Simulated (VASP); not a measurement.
Input of a VASP 6.6.1 run:

INCAR

```
SYSTEM = Dy3Be2Se
PREC = Accurate
ENCUT = 600
EDIFF = 1E-7
ISMEAR = 0
SIGMA = 0.1
LREAL = .FALSE.
LASPH = .TRUE.
NELM = 200
ALGO = Normal
ISIF = 3
LWAVE = .FALSE.
LCHARG = .FALSE.
GGA = PE
IBRION = 2
NSW = 90
EDIFFG = -0.04
GGA_COMPAT = .FALSE.
NELMIN = 4
LMAXMIX = 6
```

KPOINTS

```
Automatic mesh
0
G
  6 6 4
  0 0 0
```

Contents of POSCAR:

```
Dy3Be2Se
1.0
    5.0419570057      0.0000000000      0.0000000000
   -2.5209785029      4.3664628518      0.0000000000
    0.0000000000      0.0000000000      5.6533236203
Dy Be Se
3 2 1
Direct
    0.3333333333      0.6666666667      0.5000000000
    0.6666666667      0.3333333333      0.5000000000
    0.0000000000      0.0000000000      0.0000000000
    0.3333333333      0.6666666667      0.0000000000
    0.6666666667      0.3333333333      0.0000000000
    0.0000000000      0.0000000000      0.5000000000
```

Potentials or basis: VASP PAW PBE potentials, release 64 (Dy_3, Be, Se), 4f in core.

Launch:

```console
$ cat potpaw_PBE.64/Dy_3/POTCAR potpaw_PBE.64/Be/POTCAR potpaw_PBE.64/Se/POTCAR > POTCAR
$ mpirun -np 1 vasp_std > vasp.out
```

Task: Predict the band gap on the k mesh.

Result: Zero (an odd number of electrons rules out a gap without spin polarisation).

Task: Estimate the relaxed cell.

Result: a = 5.070 Å, b = 5.070 Å, c = 5.668 Å, α = 90.00°, β = 90.00°, γ = 120.00°.

Step by step:
| step | energy change (eV) | largest force (eV/Å) | pressure (GPa) | volume (Å³) |
| --- | --- | --- | --- | --- |
| 1 | 0.0000 | 0.0000 | 0.73 | 124.46 |
| 2 | -0.0035 | 0.0000 | -0.09 | 126.16 |

Caveat: spin-orbit coupling is left out, which moves the levels of the heavy elements; the 4f electrons are frozen in the core, so they carry no moment and show no levels; the run has no spin polarisation, though such a crystal can be magnetic. Spin polarisation is off, so any magnetic state and its effect on volume and gap are missing.
